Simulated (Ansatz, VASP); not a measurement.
**Pb in VASP and in Ansatz**

```
CELL_PARAMETERS angstrom
0.00000 2.44298 2.44298
2.44298 0.00000 2.44298
2.44298 2.44298 0.00000
ATOMIC_POSITIONS crystal
Pb 0.00000 0.00000 0.00000
```

Alike in both runs: task single point; functional PBE; k mesh 14 × 14 × 14; occupations gaussian, width 0.1 eV; no spin polarisation.

|  | VASP | Ansatz |
| --- | --- | --- |
| version | VASP 6.6.1 | Ansatz 0.2.0 |
| potentials or method | VASP PAW PBE potentials, release 64 (Pb_d), cutoff 520 eV | scalar-relativistic, plane waves, PAW |
| valence electrons in the cell | 14 | 14 |

|  | VASP | Ansatz | Ansatz less VASP |
| --- | --- | --- | --- |
| gap on the k mesh at the Fermi level (eV) | none | none | - |
| pressure (GPa) | 4.6 | 4.6 | +0.06 |

A gap of «none» marks a metal or a gap that the smearing closes.

Spin-orbit coupling is off throughout.
